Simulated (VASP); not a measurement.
# GaN (P6_3mc) in VASP: single point with PBE

Aim: the single point of GaN with PBE.

All numbers are computed with VASP 6.6.1; they aren't measurements. Logs are shortened: lines on timing, memory, paths and dates and some standing lists are left out, and cuts for length are marked.

### 1 The cell of the first run

It takes space group P6_3mc (No. 186, hexagonal). The conventional cell has a = 3.218 Å, b = 3.218 Å, c = 5.243 Å, α = 90.00°, β = 90.00°, γ = 120.00°. Within 2.6 Å of Ga (site symmetry 3m) lie 4 N at 1.97 to 1.98 Å. N (site symmetry 3m) has 4 Ga at 1.97 to 1.98 Å within 2.6 Å.

### 2 Single point, PBE

INCAR reads:

```
SYSTEM = GaN
PREC     = Accurate       ! precision mode
ENCUT    = 520            ! plane-wave cutoff, eV
EDIFF    = 1E-6           ! SCF threshold, eV
ISMEAR   = 0              ! smearing method
SIGMA    = 0.02           ! smearing width, eV
LREAL    = .FALSE.        ! projectors in reciprocal space
LASPH    = .TRUE.         ! aspherical terms in the spheres
NELM     = 80             ! most SCF steps
ALGO     = Normal         ! electronic algorithm
ISIF     = 2              ! what is computed and relaxed
LWAVE    = .FALSE.        ! write WAVECAR
LCHARG   = .FALSE.        ! write CHGCAR
GGA      = PE             ! functional
NBANDS   = 26             ! bands
```

KPOINTS reads:

```
Automatic mesh
0
G
  12 12 6
  0 0 0
```

POSCAR reads:

```
GaN
1.0
    3.2183708199      0.0000000000      0.0000000000
   -1.6091854100      2.7871908889      0.0000000000
    0.0000000000      0.0000000000      5.2431684676
Ga N
2 2
Direct
    0.6666666667      0.3333333333      0.4991348680
    0.3333333333      0.6666666667      0.9991348680
    0.6666666667      0.3333333333      0.8758651320
    0.3333333333      0.6666666667      0.3758651320
```

Potentials or basis: VASP PAW PBE potentials, release 64 (Ga_d, N).

Run with:

```sh
$ cat potpaw_PBE.64/Ga_d/POTCAR potpaw_PBE.64/N/POTCAR > POTCAR
$ mpirun -np 1 vasp_std > vasp.out
```

OUTCAR:

```text
SYSTEM = GaN
   PREC = Accurate
   ENCUT = 520
   EDIFF = 1E-6
   ISMEAR = 0
   LREAL = .FALSE.
   LASPH = .TRUE.
   NELM = 80
   ISIF = 2
   GGA = PE

 ion  position               nearest neighbor table
   1  0.667  0.333  0.499-   4 1.97   4 1.97   4 1.97   3 1.98
   2  0.333  0.667  0.999-   3 1.97   3 1.97   3 1.97   4 1.98
   3  0.667  0.333  0.876-   2 1.97   2 1.97   2 1.97   1 1.98
   4  0.333  0.667  0.376-   1 1.97   1 1.97   1 1.97   2 1.98

  LATTYP: Found a hexagonal cell.
 ALAT       =     3.2183708199
 C/A-ratio  =     1.6291374615

  Lattice vectors:

 A1 = (   3.2183708199,   0.0000000000,   0.0000000000)
 A2 = (  -1.6091854100,   2.7871908889,   0.0000000000)
 A3 = (   0.0000000000,   0.0000000000,   5.2431684676)

Analysis of symmetry for initial positions (statically):
=====================================================================
 Subroutine PRICEL returns:
 Original cell was already a primitive cell.

 Routine SETGRP: Setting up the symmetry group for a
 hexagonal supercell.

 Subroutine GETGRP returns: Found 12 space group operations
 (whereof  6 operations were pure point group operations)
 out of a pool of 24 trial point group operations.

The static configuration has the point symmetry C_3v.
 The point group associated with its full space group is C_6v.

Analysis of symmetry for dynamics (positions and initial velocities):
=====================================================================
 Subroutine PRICEL returns:
 Original cell was already a primitive cell.

 Routine SETGRP: Setting up the symmetry group for a
 hexagonal supercell.

 Subroutine GETGRP returns: Found 12 space group operations
 (whereof  6 operations were pure point group operations)
 out of a pool of 24 trial point group operations.

The dynamic configuration has the point symmetry C_3v.
 The point group associated with its full space group is C_6v.

 Subroutine INISYM returns: Found 12 space group operations
 (whereof  6 operations are pure point group operations),
 and found     1 'primitive' translations

----------------------------------------------------------------------------------------

                                     Primitive cell

  volume of cell :      47.0323

  direct lattice vectors                    reciprocal lattice vectors
     3.218370820  0.000000000  0.000000000     0.310716215  0.179392090  0.000000000
    -1.609185410  2.787190889  0.000000000     0.000000000  0.358784181  0.000000000
     0.000000000  0.000000000  5.243168468     0.000000000  0.000000000  0.190724369

  length of vectors
     3.218370820  3.218370820  5.243168468     0.358784181  0.358784181  0.190724369

  position of ions in fractional coordinates (direct lattice)
     0.666666667  0.333333333  0.499134868
     0.333333333  0.666666667  0.999134868
     0.666666667  0.333333333  0.875865132
     0.333333333  0.666666667  0.375865132

  ion indices of the primitive-cell ions
   primitive index   ion index
                 1           1
                 2           2
                 3           3
                 4           4

----------------------------------------------------------------------------------------

 KPOINTS: Automatic mesh

Automatic generation of k-mesh.
 Grid dimensions read from file:
 generate k-points for:   12   12    6

 Generating k-lattice:

  Cartesian coordinates                     Fractional coordinates (reciprocal lattice)
     0.025893018  0.014949341  0.000000000     0.083333333  0.000000000  0.000000000
     0.000000000  0.029898682  0.000000000     0.000000000  0.083333333  0.000000000
     0.000000000  0.000000000  0.031787395     0.000000000  0.000000000  0.166666667

  Length of vectors
     0.029898682  0.029898682  0.031787395

  Shift w.r.t. Gamma in fractional coordinates (k-lattice)
     0.000000000  0.000000000  0.000000000

 Subroutine IBZKPT returns following result:
 ===========================================

 Found     76 irreducible k-points:

 Following reciprocal coordinates:
            Coordinates               Weight
  0.000000  0.000000  0.000000      1.000000
  0.083333  0.000000  0.000000      6.000000
  0.166667 -0.000000  0.000000      6.000000
  0.250000  0.000000  0.000000      6.000000
  0.333333  0.000000  0.000000      6.000000
  0.416667  0.000000  0.000000      6.000000
[... 16 lines left out ...]
  0.250000  0.000000  0.166667     12.000000
  0.333333  0.000000  0.166667     12.000000
 [... further k-points ...]
   k-points           NKPTS =     76   k-points in BZ     NKDIM =     76   number of bands    NBANDS=     26
   number of dos      NEDOS =    301   number of ions     NIONS =      4
   total plane-waves  NPLWV =  23040
   dimension x,y,z NGX =    24 NGY =   24 NGZ =   40
   dimension x,y,z NGXF=    48 NGYF=   48 NGZF=   80
   ions per type =               2   2
   NGX,Y,Z   is equivalent  to a cutoff of  12.40, 12.40, 12.68 a.u.
   NGXF,Y,Z  is equivalent  to a cutoff of  24.79, 24.79, 25.37 a.u.
 SYSTEM =  GaN
   PREC   = accura    normal or accurate (medium, high low for compatibility)
   ISTART =      0    job   : 0-new  1-cont  2-samecut
   ICHARG =      2    charge: 1-file 2-atom 10-const
   ISPIN  =      1    spin polarized calculation?
   LNONCOLLINEAR =      F non collinear calculations
   LSORBIT =      F    spin-orbit coupling
   LASPH  =      T    aspherical Exc in radial PAW
   ENCUT  =  520.0 eV  38.22 Ry    6.18 a.u.   5.98  5.98  9.75*2*pi/ulx,y,z
   NELM   =     80;   NELMIN=  2; NELMDL= -5     # of ELM steps
   EDIFF  = 0.1E-05   stopping-criterion for ELM
   LREAL  =      F    real-space projection
   EDIFFG = 0.1E-04   stopping-criterion for IOM
   NSW    =      0    number of steps for IOM
   IBRION =     -1    ionic relax: 0-MD 1-quasi-New 2-CG
   NFREE  =      0    steps in history (QN), initial steepest desc. (CG)
   ISIF   =      2    stress and relaxation
   ISYM   =      2    0-nonsym 1-usesym 2-fastsym
   POTIM  = 0.5000    time-step for ionic-motion
   TEBEG  =    0.0;   TEEND  =   0.0 temperature during run
   PSTRESS=    0.0 pullay stress
   NELECT =      36.0000    total number of electrons
   NUPDOWN=      -1.0000    fix difference up-down
   EMIN   =  10.00;   EMAX   =-10.00  energy-range for DOS
   EFERMI =   0.00;   METHOD = LEGACY
   ISMEAR =     0;   SIGMA  =   0.02  broadening in eV -4-tet -1-fermi 0-gaus
   EFERMI_NEDOS =   21; number of points for ismear=-14 and -15
   IALGO  =     38    algorithm
   IMIX   =      4    mixing-type and parameters
     AMIX     =   0.40;   BMIX     =  1.00
     AMIX_MAG =   1.60;   BMIX_MAG =  1.00
  volume/ion in A,a.u.               =      11.76        79.35
  Fermi-wavevector in a.u.,A,eV,Ry     =   1.497534  2.829930 30.512550  2.242609
  Thomas-Fermi vector in A             =   2.609410
   LORBIT       =      0    0 simple, 1 ext, 2 COOP (PROOUT), +10 PAW based schemes
   GGA     = PE    functional components
   LHFCALC =     F    Hartree Fock is set to
   AEXX    =    0.0000 exact exchange contribution
   IVDW    =     0    specifies the selected vdW correction
   LEPSILON=     F    determine dielectric tensor
   LRPA    =     F    only Hartree local field effects (RPA)
 non-spin polarized calculation
 Gauss-broadening in eV      SIGMA  =   0.02
  energy-cutoff  :      520.00
  volume of cell :       47.03
 maximum number of plane-waves:      1290
 NGX is ok and might be reduce to    24
   NGX = 11   NGY = 11   NGZ = 19

 number of electron      35.9999957 magnetization

 Free energy of the ion-electron system (eV)
  ---------------------------------------------------
  ext. energy  EPLUGINS =         0.00000000
  ---------------------------------------------------
  free energy    TOTEN  =       -24.32786859 eV

  energy without entropy =      -24.32786859  energy(sigma->0) =      -24.32786859

 E-fermi :   5.1653     XC(G=0): -11.5151

 val. band max:        5.0086712464   @ k =   0.0000   0.0000   0.0000
 cond. band min:       6.7245685526   @ k =   0.0000   0.0000   0.0000
 fundamental gap:      1.7158973062
 Fermi energy:         5.1652693680

 k-point     1 :       0.0000    0.0000    0.0000
  band No.  band energies     occupation
      1     -10.7266      2.00000
      2      -9.9034      2.00000
      3      -8.4117      2.00000
      4      -8.3974      2.00000
      5      -8.3974      2.00000
      6      -8.3416      2.00000
[... 18 lines left out ...]
     25      16.4967      0.00000
     26      16.4967      0.00000

 k-point     2 :       0.0833    0.0000    0.0000
  band No.  band energies     occupation
      1     -10.6623      2.00000
      2      -9.8876      2.00000
      3      -8.4058      2.00000
      4      -8.3881      2.00000
      5      -8.3737      2.00000
      6      -8.3344      2.00000
[... 18 lines left out ...]
     25      16.1517      0.00000
     26      16.6458      0.00000

 k-point     3 :       0.1667   -0.0000    0.0000
  band No.  band energies     occupation
      1     -10.4885      2.00000
      2      -9.8492      2.00000
      3      -8.3835      2.00000
      4      -8.3655      2.00000
      5      -8.3201      2.00000
      6      -8.2947      2.00000
[... 18 lines left out ...]
     25      16.1661      0.00000
     26      16.9982      0.00000

 k-point     4 :       0.2500    0.0000    0.0000
  band No.  band energies     occupation
      1     -10.2634      2.00000
      2      -9.8076      2.00000
      3      -8.3604      2.00000
      4      -8.3432      2.00000
      5      -8.2816      2.00000
      6      -8.2482      2.00000
[... 18 lines left out ...]
     25      16.2716      0.00000
     26      17.4684      0.00000

 k-point     5 :       0.3333    0.0000    0.0000
  band No.  band energies     occupation
      1     -10.0664      2.00000
      2      -9.7776      2.00000
      3      -8.3482      2.00000
      4      -8.3319      2.00000
      5      -8.2548      2.00000
      6      -8.2034      2.00000
[... 18 lines left out ...]
     25      16.4602      0.00000
     26      17.9318      0.00000

 k-point     6 :       0.4167    0.0000    0.0000
  band No.  band energies     occupation
      1      -9.9478      2.00000
      2      -9.7624      2.00000
      3      -8.3481      2.00000
      4      -8.3296      2.00000
      5      -8.2445      2.00000
      6      -8.1990      2.00000
[... 427 lines left out ...]
 k-point    21 :       0.0833    0.0000    0.1667
  band No.  band energies     occupation
      1     -10.5889      2.00000
      2      -9.9109      2.00000
      3      -8.3968      2.00000
      4      -8.3864      2.00000
      5      -8.3585      2.00000
      6      -8.3396      2.00000
[... 18 lines left out ...]
     25      16.0080      0.00000
     26      16.4141      0.00000

 k-point    22 :       0.1667   -0.0000    0.1667
  band No.  band energies     occupation
      1     -10.4234      2.00000
      2      -9.8661      2.00000
      3      -8.3800      2.00000
      4      -8.3624      2.00000
      5      -8.3246      2.00000
      6      -8.3010      2.00000
[... 18 lines left out ...]
     25      15.7800      0.00000
     26      16.7994      0.00000

 k-point    23 :       0.2500    0.0000    0.1667
  band No.  band energies     occupation
      1     -10.2121      2.00000
      2      -9.8170      2.00000
      3      -8.3606      2.00000
      4      -8.3373      2.00000
      5      -8.2937      2.00000
      6      -8.2549      2.00000
[... 18 lines left out ...]
     25      15.9153      0.00000
     26      17.3064      0.00000

 k-point    24 :       0.3333    0.0000    0.1667
  band No.  band energies     occupation
      1     -10.0303      2.00000
      2      -9.7810      2.00000
      3      -8.3521      2.00000
      4      -8.3228      2.00000
      5      -8.2688      2.00000
      6      -8.2107      2.00000
[... 18 lines left out ...]
     25      16.1692      0.00000
     26      17.8813      0.00000

 [... further k-points ...]

------------------------ aborting loop because EDIFF is reached ----------------------------------------

  FORCE on cell =-STRESS in cart. coord.  units (eV):
  Direction    XX          YY          ZZ          XY          YZ          ZX
  --------------------------------------------------------------------------------------
  -------------------------------------------------------------------------------------
  Total        0.0361491      0.0361491      0.0455538     -0.0000000      0.0000000      0.0000000
  in kB        1.2314365      1.2314365      1.5518110     -0.0000000      0.0000000      0.0000000
  external PRESSURE =       1.3382280 kB  Pullay stress =       0.0000000 kB

 VOLUME and BASIS-vectors are now :
 -----------------------------------------------------------------------------
  energy-cutoff  :      520.00
  volume of cell :       47.03
      direct lattice vectors                 reciprocal lattice vectors
     3.218370820  0.000000000  0.000000000     0.310716215  0.179392090  0.000000000
    -1.609185410  2.787190889  0.000000000     0.000000000  0.358784181  0.000000000
     0.000000000  0.000000000  5.243168468     0.000000000  0.000000000  0.190724369

 POSITION                                       TOTAL-FORCE (eV/Angst)
 -----------------------------------------------------------------------------------
      1.60919      0.92906      2.61705        -0.000000     -0.000000     -0.000120
     -0.00000      1.85813      5.23863         0.000000      0.000000     -0.000120
      1.60919      0.92906      4.59231        -0.000000     -0.000000      0.000120
     -0.00000      1.85813      1.97072         0.000000     -0.000000      0.000120
 -----------------------------------------------------------------------------------
    total drift:                               -0.000001     -0.000001     -0.001211

  FREE ENERGIE OF THE ION-ELECTRON SYSTEM (eV)
  ---------------------------------------------------
  free  energy   TOTEN  =       -24.3278685907 eV

  energy  without entropy=      -24.3278685907  energy(sigma->0) =      -24.32786859
```

Run time: 36 s. Hardware: 1 thread of Intel Xeon 6975P-C (Granite Rapids), shared host; peak memory 0.21 GiB.

Results:

```
Free energy            : -24.3279 eV
Pressure               : 0.1 GPa
Band gap on the k mesh : 1.72 eV, direct
```
